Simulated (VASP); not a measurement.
Input of a VASP 6.6.1 run:

File INCAR:

```
  PREC = Accurate
  ENCUT = 520
  EDIFF = 1E-7
  ISMEAR = 0
  SIGMA = 0.05
  LREAL = F
  LASPH = T
  NELM = 80
  ALGO = Normal
  ISIF = 2
  LWAVE = F
  LCHARG = F
  LDIPOL = T
  IDIPOL = 3
  DIPOL = 0.5 0.5 0.398
  GGA = PE
  IVDW = 12
  NBANDS = 35
```

Contents of KPOINTS:

```
Automatic mesh
0
Gamma
  9 9 1
```

The input POSCAR:

```
WS2
1.0
    3.1595456749      0.0000000000      0.0000000000
   -1.5797728375      2.7362468188      0.0000000000
    0.0000000000      0.0000000000     23.8042574588
S W
4 2
Direct
    0.3333333333      0.6666666667      0.1890418135
    0.3333333333      0.6666666667      0.3214605094
    0.3333333333      1.0000000000      0.4743743319
    0.3333333333      1.0000000000      0.6067930278
    0.6666666667      0.3333333333      0.2552511583
    0.6666666667      0.6666666667      0.5405836767
```

Potentials or basis: VASP PAW PBE potentials, release 64 (S, W_sv).

Launch:

```sh
$ cat potpaw_PBE.64/S/POTCAR potpaw_PBE.64/W_sv/POTCAR > POTCAR
$ mpirun -np 1 vasp_std > vasp.out
```

Task: Estimate the dispersion energy per atom.

Result: -0.347 eV.

Task: What does it give for the largest force?

Result: 0.056 eV/Å.

Task: Estimate the band gap on the k mesh.

Result: 1.81 eV, indirect (least direct gap 1.91 eV).

Forces on the atoms (eV/Å):
```
S    0.000  0.000  0.004
S    0.007 -0.014  0.054
S   -0.009  0.014 -0.054
S    0.001  0.000 -0.004
W    0.002 -0.003  0.041
W   -0.002  0.003 -0.041
```

Caveat: spin-orbit coupling is left out, which moves the levels of the heavy elements.
